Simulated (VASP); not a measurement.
# Mn (Im-3m) in VASP: settings compared, part 2 of 2

VASP 6.6.1. The steps go on from the part before.

**3. Single point, PBE+D3(BJ)+U, collinear spin, ferromagnetic start**

This run uses another cell than the first one, of 11.90 Å³/atom.

Input file INCAR:

```
SYSTEM = Mn
PREC = Accurate
ENCUT = 500
EDIFF = 1E-6
ISMEAR = 0
SIGMA = 0.1
LREAL = .FALSE.
LASPH = .TRUE.
NELM = 200
ALGO = Normal
ISIF = 2
LWAVE = .FALSE.
LCHARG = .FALSE.
ISPIN = 2
MAGMOM = 0.76
LORBIT = 11
LMAXMIX = 4
LDAU = .TRUE.
LDAUTYPE = 2
LDAUL = 2
LDAUU = 3.6
LDAUJ = 0
LDAUPRINT = 1
GGA = PE
IVDW = 12
NBANDS = 16
GGA_COMPAT = .FALSE.
```

Input file KPOINTS:

```
Automatic mesh
0
G
  8 8 8
  0 0 0
```

Input file POSCAR:

```
Mn
1.0
   -1.4382487772      1.4382487772      1.4382487772
    1.4382487772     -1.4382487772      1.4382487772
    1.4382487772      1.4382487772     -1.4382487772
Mn
1
Direct
    0.0000000000      0.0000000000      0.0000000000
```

Potentials or basis: VASP PAW PBE potentials, release 64 (Mn_pv).

On the command line:

```
> cat potpaw_PBE.64/Mn_pv/POTCAR > POTCAR
> mpirun -np 1 vasp_std > vasp.out
```

OUTCAR:

```text
SYSTEM = Mn
   PREC = Accurate
   ENCUT = 500
   EDIFF = 1E-6
   ISMEAR = 0
   LREAL = .FALSE.
   LASPH = .TRUE.
   NELM = 200
   ISIF = 2
   ISPIN = 2
   LORBIT = 11
   GGA = PE
   IVDW = 12
 IVDW          = 12

 ion  position               nearest neighbor table
   1  0.000  0.000  0.000-

  LATTYP: Found a body centered cubic cell.
 ALAT       =     2.8764975544

  Lattice vectors:

 A1 = (  -1.4382487772,   1.4382487772,   1.4382487772)
 A2 = (   1.4382487772,  -1.4382487772,   1.4382487772)
 A3 = (   1.4382487772,   1.4382487772,  -1.4382487772)

Analysis of symmetry for initial positions (statically):
=====================================================================
 Subroutine PRICEL returns:
 Original cell was already a primitive cell.

 Routine SETGRP: Setting up the symmetry group for a
 body centered cubic supercell.

 Subroutine GETGRP returns: Found 48 space group operations
 (whereof 48 operations were pure point group operations)
 out of a pool of 48 trial point group operations.

[... 217 lines left out ...]
 fundamental gap:      0.0288009678
 Fermi energy:         9.6838672207

 spin component 1

 k-point     1 :       0.0000    0.0000    0.0000
  band No.  band energies     occupation
      1     -37.8737      1.00000
      2     -37.8737      1.00000
      3     -37.8737      1.00000
      4       1.3500      1.00000
      5       9.2271      1.00000
      6       9.2271      1.00000
[... 895 lines left out ...]
      5       7.3624      1.00000
      6       7.6675      1.00000
[... 8 lines left out ...]
     15      40.3441      0.00000
     16      41.1968      0.00000

 [... further k-points ...]

------------------------ aborting loop because EDIFF is reached ----------------------------------------

 Edisp (eV)   -0.34142

 E8    (eV) :    -0.1559

  FORCE on cell =-STRESS in cart. coord.  units (eV):
  Direction    XX          YY          ZZ          XY          YZ          ZX
  --------------------------------------------------------------------------------------
  -------------------------------------------------------------------------------------
  Total      -0.04280    -0.04280    -0.04280     0.00000     0.00000     0.00000
  in kB      -5.76172    -5.76172    -5.76172     0.00000     0.00000     0.00000
  external pressure =       -5.76 kB  Pullay stress =        0.00 kB

 VOLUME and BASIS-vectors are now :
 -----------------------------------------------------------------------------
  energy-cutoff  :      500.00
  volume of cell :       11.90
      direct lattice vectors                 reciprocal lattice vectors
    -1.438248777  1.438248777  1.438248777     0.000000000  0.347645003  0.347645003
     1.438248777 -1.438248777  1.438248777     0.347645003  0.000000000  0.347645003
     1.438248777  1.438248777 -1.438248777     0.347645003  0.347645003  0.000000000

 POSITION                                       TOTAL-FORCE (eV/Angst)
 -----------------------------------------------------------------------------------
      0.00000      0.00000      0.00000         0.000000      0.000000      0.000000
 -----------------------------------------------------------------------------------
    total drift:                               -0.000000     -0.000000      0.000000

  FREE ENERGIE OF THE ION-ELECTRON SYSTEM (eV)
  ---------------------------------------------------
  free  energy   TOTEN  =        -4.6242990147 eV

  energy  without entropy=       -4.6114514821  energy(sigma->0) =       -4.61787525

 total charge

# of ion       s       p       d       tot
------------------------------------------
    1        0.383   6.339   5.097  11.820

 magnetization (x)

# of ion       s       p       d       tot
------------------------------------------
    1       -0.006  -0.033  -0.382  -0.421
```

OSZICAR:

```text
N       E                     dE             d eps       ncg     rms          rms(c)
DAV:   1     0.903710226405E+02    0.90371E+02   -0.68797E+03  1896   0.988E+02
DAV:   2    -0.394948814862E+01   -0.94321E+02   -0.89361E+02  2056   0.269E+02
DAV:   3    -0.602049872757E+01   -0.20710E+01   -0.20648E+01  2144   0.427E+01
DAV:   4    -0.602817742406E+01   -0.76787E-02   -0.76782E-02  2368   0.259E+00
[... 13 lines left out ...]
DAV:  84    -0.428281521746E+01   -0.81224E-04   -0.69353E-05  2400   0.363E-02    0.527E-02
DAV:  85    -0.428285892443E+01   -0.43707E-04   -0.19261E-05  1808   0.182E-02    0.527E-02
DAV:  86    -0.428287810991E+01   -0.19185E-04   -0.35424E-06  1320   0.833E-03    0.527E-02
DAV:  87    -0.428287892053E+01   -0.81062E-06   -0.14218E-07   936   0.315E-03
   1 F= -.46242990E+01 E0= -.46178752E+01  d E =-.128475E-01  mag=    -0.4311
```

Wall time 68 s (1 thread of Intel Xeon 6975P-C (Granite Rapids), shared host); peak memory 0.14 GiB.

Results:

```
Free energy                                           : -4.6243 eV
Pressure                                              : -0.6 GPa
Net moment                                            : -0.43 μB per cell
Site moments                                          : Mn -0.42 μB
Valence electrons inside the program's atomic spheres : Mn 11.82
Dispersion energy per atom                            : -0.341 eV
```

Levels at points of the mesh, in eV from the Fermi level:
Spin up:
```tsv
k point	band 4	band 5	band 6	band 7	band 8	band 9
(0.00, 0.00, 0.00)	-8.33	-0.46	-0.46	-0.22	-0.22	-0.22
(0.50, 0.00, 0.00)	-4.32	-1.59	-0.18	0.24	0.35	2.97
(0.50, 0.50, 0.50)	-4.88	-4.88	2.64	2.64	2.64	9.81
```
Spin down:
```tsv
k point	band 4	band 5	band 6	band 7	band 8	band 9	band 10	band 11
(0.00, 0.00, 0.00)	-8.43	-2.84	-2.84	-2.84	1.98	1.99	22.52	22.52
(0.50, 0.00, 0.00)	-5.03	-4.06	0.21	0.29	1.12	2.25	7.82	17.07
(0.50, 0.50, 0.50)	-2.95	-2.95	-0.09	-0.09	-0.09	9.38	9.38	9.38
```

Eigenvalues of the final occupation matrices:
| site | spin | trace | eigenvalues |
| --- | --- | --- | --- |
| site 1 d | 1 | 2.37 | 0.37 0.37 0.37 0.64 0.64 |
| site 1 d | 2 | 2.76 | 0.19 0.19 0.79 0.79 0.79 |

Caveat: the k points lie up to 0.39 Å⁻¹ apart; the U is typed as a test and isn't derived for this compound.
